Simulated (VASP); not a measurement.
Here is a VASP 6.6.1 calculation.

Contents of INCAR:

```
PREC = Accurate
ENCUT = 520
EDIFF = 1E-7
ISMEAR = -1
SIGMA = 0.05
LREAL = False
LASPH = True
NELM = 60
ALGO = Normal
ISIF = 2
LWAVE = False
LCHARG = False
GGA = PE
NBANDS = 24
```

The input KPOINTS:

```
Automatic mesh
0
Gamma
  9 9 7
```

POSCAR

```
AlO2
1.0
    1.4692703874     -4.9904821520      0.0000000000
    1.4692703874      4.9904821520      0.0000000000
    0.0000000000      0.0000000000      3.6236652326
Al O
2 4
Direct
    0.6623472372      0.3376527628      0.7500000000
    0.3376527628      0.6623472372      0.2500000000
    0.0298184192      0.9701815808      0.7500000000
    0.9701815808      0.0298184192      0.2500000000
    0.2945547407      0.7054452593      0.7500000000
    0.7054452593      0.2945547407      0.2500000000
```

Potentials or basis: VASP PAW PBE potentials, release 64 (Al, O).

Launch:

```bash
$ cat potpaw_PBE.64/Al/POTCAR potpaw_PBE.64/O/POTCAR > POTCAR
$ mpirun -np 1 vasp_std > vasp.out
```

Problem. Estimate the band gap on the k mesh.

Solution. 0.89 eV (least direct gap 0.97 eV).

Problem. Predict the pressure.

Solution. -0.1 GPa.

Stress tensor (GPa, compression positive):
```
 0.00  0.00  0.00
 0.00 -0.16  0.00
 0.00  0.00 -0.14
```

Caveat: an odd mesh through Γ misses points on the zone boundary, where band edges can lie.
